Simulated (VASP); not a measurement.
Wanted: the native input for a VASP 6.6.1 run.

```yaml
Task: single point
Functional: PBEsol
Potentials_or_basis: VASP PAW PBE potentials, release 64 (Te, Sb, Ge_d)
Cutoff: 520 eV
k_mesh: 7 × 7 × 7
Occupations: fermi-dirac, width 0.05 eV
Spin: no spin polarisation
Dipole_correction: no
Further_INCAR_settings: ALGO = Normal; EDIFF = 1e-06; NBANDS = 33
```

The structure of GeSb2Te4 lies in POSCAR:

```
GeSb2Te4
1.0
    2.1592890373      1.2466661070     13.2280394098
   -2.1592890373      1.2466661070     13.2280394098
    0.0000000000     -2.4933322139     13.2280394098
Te Sb Ge
4 2 1
Direct
    0.7089720000      0.7089720000      0.7089720000
    0.2910280000      0.2910280000      0.2910280000
    0.5696830000      0.5696830000      0.5696830000
    0.4303170000      0.4303170000      0.4303170000
    0.8594110000      0.8594110000      0.8594110000
    0.1405890000      0.1405890000      0.1405890000
    0.0000000000      0.0000000000      0.0000000000
```

The input as run:

INCAR

```
PREC = Accurate
ENCUT = 520
EDIFF = 1E-6
ISMEAR = -1
SIGMA = 0.05
LREAL = F
LASPH = T
NELM = 100
ALGO = Normal
ISIF = 2
LWAVE = F
LCHARG = T
GGA = PS
LELF = T
LVHAR = T
NBANDS = 33
```

KPOINTS

```
Automatic mesh
0
Gamma
  7 7 7
```

Potentials or basis: VASP PAW PBE potentials, release 64 (Te, Sb, Ge_d).

Launch:

```bash
$ cat potpaw_PBE.64/Te/POTCAR potpaw_PBE.64/Sb/POTCAR potpaw_PBE.64/Ge_d/POTCAR > POTCAR
$ mpirun -np 1 vasp_std > vasp.out
```

Results of the run:

```yaml
Pressure: -2.6 GPa
Largest_force: 0.101 eV/Å
Band_gap_on_the_k_mesh: zero (bands 24 and 25 overlap by 0.17 eV)
```

Caveat: the PAW data sets were made with another functional, which shifts forces and pressure a little; spin-orbit coupling is left out, which moves the levels of the heavy elements.

Run time: 98 min on 1 thread of AMD EPYC 7R43 64-Core Processor (Zen 3), with other jobs on the host, peak memory 1.8 GiB.
